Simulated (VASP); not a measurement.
# TiB2 (P6/mmm) in VASP: notebook, part 2 of 2

VASP 6.6.1. The steps go on from the part before.

## 6. Relaxation of shape and atoms at fixed volume, PBE (volume scaled by 0.91)

The input, INCAR:

```
SYSTEM = TiB2
  ALGO = Normal
  EDIFF = 1E-7
  EDIFFG = -0.01
  ENCUT = 600
  GGA = PE
  IBRION = 2
  ISIF = 4
  ISMEAR = 0
  LASPH = .True.
  LCHARG = .False.
  LREAL = .False.
  LWAVE = .False.
  NELM = 100
  NSW = 50
  PREC = Accurate
  SIGMA = 0.1
```

The input, KPOINTS:

```
k-points
0
Gamma
  15 15 14
  0 0 0
```

The input, POSCAR:

```
TiB2
1.0
    2.9461271230      0.0000000000      0.0000000000
   -1.4730635615      2.5514209313      0.0000000000
    0.0000000000      0.0000000000      3.1070020175
Ti B
1 2
Direct
    0.0000000000      0.0000000000      0.0000000000
    0.3333333333      0.6666666667      0.5000000000
    0.6666666667      0.3333333333      0.5000000000
```

Potentials or basis: VASP PAW PBE potentials, release 64 (Ti_sv, B).

The run is started by

```sh
$ cat potpaw_PBE.64/Ti_sv/POTCAR potpaw_PBE.64/B/POTCAR > POTCAR
$ mpirun -np 1 vasp_std > vasp.out
```

OUTCAR:

```text
SYSTEM = TiB2
   EDIFF = 1E-7
   EDIFFG = -0.01
   ENCUT = 600
   GGA = PE
   IBRION = 2
   ISIF = 4
   ISMEAR = 0
   LASPH = .True.
   LREAL = .False.
   NELM = 100
   NSW = 50
   PREC = Accurate

 ion  position               nearest neighbor table
   1  0.000  0.000  0.000-   2 2.30   3 2.30   2 2.30   3 2.30   3 2.30   3 2.30   2 2.30   2 2.30
                             3 2.30   3 2.30   2 2.30   2 2.30
   2  0.333  0.667  0.500-   3 1.70   3 1.70   3 1.70   1 2.30   1 2.30   1 2.30   1 2.30   1 2.30
                             1 2.30
   3  0.667  0.333  0.500-   2 1.70   2 1.70   2 1.70   1 2.30   1 2.30   1 2.30   1 2.30   1 2.30
                             1 2.30

  LATTYP: Found a hexagonal cell.
 ALAT       =     2.9461271230
 C/A-ratio  =     1.0546055509

  Lattice vectors:

 A1 = (   2.9461271230,   0.0000000000,   0.0000000000)
 A2 = (  -1.4730635615,   2.5514209313,   0.0000000000)
 A3 = (   0.0000000000,   0.0000000000,   3.1070020175)

Analysis of symmetry for initial positions (statically):
=====================================================================
 Subroutine PRICEL returns:
 Original cell was already a primitive cell.

 Routine SETGRP: Setting up the symmetry group for a
[... 230 lines left out ...]
      3     -21.6456      2.00000
      4     -21.6456      2.00000
      5      -2.9387      2.00000
      6       8.1438      2.00000
      7       8.1438      2.00000
      8       8.7452      2.00000
      9       8.8929      2.00000
     10      13.2456      0.00000
     11      13.2456      0.00000
     12      15.2769      0.00000
     13      15.2769      0.00000
[... 354 lines left out ...]
  band No.  band energies     occupation
      1     -45.5592      2.00000
      2     -22.1255      2.00000
      3     -21.9029      2.00000
      4     -21.8914      2.00000
      5       1.8602      2.00000
      6       1.9605      2.00000
      7       4.9129      2.00000
      8       8.2003      2.00000
      9      10.4827      2.00000
     10      11.0020      1.77300
     11      13.3022      0.00000
     12      14.0608      0.00000
     13      17.3797      0.00000

 [... further k-points ...]
[... 5 lines left out ...]
  --------------------------------------------------------------------------------------
  -------------------------------------------------------------------------------------
  Total        4.1528260      4.1528260      4.1841962      0.0000000     -0.0000000      0.0000000
  in kB      284.8913016    284.8913016    287.0433539      0.0000000     -0.0000000      0.0000000
  external PRESSURE =     285.6086524 kB  Pullay stress =       0.0000000 kB

 VOLUME and BASIS-vectors are now :
 -----------------------------------------------------------------------------
  energy-cutoff  :      600.00
  volume of cell :       23.35
      direct lattice vectors                 reciprocal lattice vectors
     2.950576607  0.000000000  0.000000000     0.338916806  0.195673709  0.000000000
    -1.475288303  2.555274297  0.000000000     0.000000000  0.391347419  0.000000000
    -0.000000000 -0.000000000  3.097638335     0.000000000 -0.000000000  0.322826583

 POSITION                                       TOTAL-FORCE (eV/Angst)
 -----------------------------------------------------------------------------------
     -0.00000     -0.00000      3.09764        -0.000000     -0.000000     -0.000000
     -0.00000      1.70352      1.54882        -0.000000      0.000000      0.000000
      1.47529      0.85176      1.54882         0.000000      0.000000     -0.000000
 -----------------------------------------------------------------------------------
    total drift:                               -0.000000      0.000000      0.000000

  FREE ENERGIE OF THE ION-ELECTRON SYSTEM (eV)
  ---------------------------------------------------
  free  energy   TOTEN  =       -24.2380951438 eV

  energy  without entropy=      -24.2364166812  energy(sigma->0) =      -24.23725591

 reached required accuracy - stopping structural energy minimisation
```

OSZICAR:

```text
N       E                     dE             d eps       ncg     rms          rms(c)
DAV:   1     0.140353737622E+03    0.14035E+03   -0.10293E+04  5621   0.178E+03
DAV:   2    -0.185186958384E+02   -0.15887E+03   -0.15484E+03  5691   0.423E+02
DAV:   3    -0.290978402456E+02   -0.10579E+02   -0.10447E+02  8054   0.101E+02
[... 15 lines left out ...]
DAV:   2    -0.242383950737E+02    0.59546E-03   -0.28376E-03  5860   0.583E-01    0.135E-01
DAV:   3    -0.242381197672E+02    0.27531E-03   -0.30992E-04  6542   0.241E-01    0.384E-02
DAV:   4    -0.242380959678E+02    0.23799E-04   -0.52548E-05  6943   0.909E-02    0.614E-03
DAV:   5    -0.242380952364E+02    0.73134E-06   -0.45603E-06  6004   0.268E-02    0.240E-03
DAV:   6    -0.242380951438E+02    0.92692E-07   -0.20629E-07  4544   0.618E-03
   2 F= -.24238095E+02 E0= -.24237256E+02  d E =-.374905E-03
```

CONTCAR:

```text
TiB2
   1.00000000000000
     2.9505766065727341    0.0000000000000000    0.0000000000000000
    -1.4752883032863671    2.5552742971082156    0.0000000000000000
    -0.0000000000000000   -0.0000000000000000    3.0976383353908963
  Ti              B
     1     2
Direct
     0.0000000000000000    0.0000000000000000    1.0000000000000000
     0.3333333332999970    0.6666666667000030    0.5000000000000000
     0.6666666667000030    0.3333333332999970    0.5000000000000000

  0.00000000E+00  0.00000000E+00  0.00000000E+00
  0.00000000E+00  0.00000000E+00  0.00000000E+00
  0.00000000E+00  0.00000000E+00  0.00000000E+00
```

Wall time 67 s (1 thread of AMD EPYC 9R45 (Zen 5), shared host); peak memory 0.18 GiB.

What came out:

* Free energy: -24.2381 eV
* Energy gained by relaxing: 0.1 meV/atom
* Ionic steps: 2
* Pressure after relaxing: 28.6 GPa
* Band gap on the k mesh: zero (band 9 reaches 11.46 eV, above the bottom of band 10 at 10.76 eV)

Stress tensor (GPa, compression positive):
```
28.49  0.00  0.00
 0.00 28.49  0.00
 0.00  0.00 28.70
```

The path:
```csv
step,energy change (eV),largest force (eV/Å),pressure (GPa),volume (Å³)
1,0.0000,0.0000,28.73,23.35
2,-0.0004,0.0000,28.56,23.35
```

Final structure:
```
Ti B
1.0
     2.95058    0.00000    0.00000
    -1.47529    2.55527    0.00000
     0.00000    0.00000    3.09764
Ti B
1 2
Direct
  0.00000 0.00000 0.00000
  0.33333 0.66667 0.50000
  0.66667 0.33333 0.50000
```

Caveat: the cell differs from its parent crystal (volume scaled by 0.91).

## 7. Overview

| task | cell | cutoff (eV) | gap on the mesh (eV) | pressure (GPa) |
| --- | --- | --- | --- | --- |
| single point | a = 3.058, b = 3.058, c = 3.264 Å, angles 90.0, 90.0, 120.0°, 3 atoms | 520 | none | -6.7 |
| single point | a = 3.083, b = 3.083, c = 3.305 Å, angles 90.0, 90.0, 120.0°, 3 atoms | 520 | none | -12.8 |
| single point | a = 3.116, b = 3.116, c = 3.358 Å, angles 90.0, 90.0, 120.0°, 3 atoms | 520 | none | -19.6 |
| relaxation of shape and atoms at fixed volume | relaxed from a = 2.917, b = 2.917, c = 3.065 Å, angles 90.0, 90.0, 120.0°, 3 atoms | 600 | none | 41.2 |
| relaxation of shape and atoms at fixed volume | relaxed from a = 2.946, b = 2.946, c = 3.107 Å, angles 90.0, 90.0, 120.0°, 3 atoms | 600 | none | 28.6 |

Alike in all rows: level PBE; potentials or basis VASP PAW PBE potentials, release 64 (Ti_sv, B); no spin polarisation; k mesh 15 × 15 × 14; smearing gaussian 0.1 eV.

Absolute energies hang on the potentials; compare differences alone.
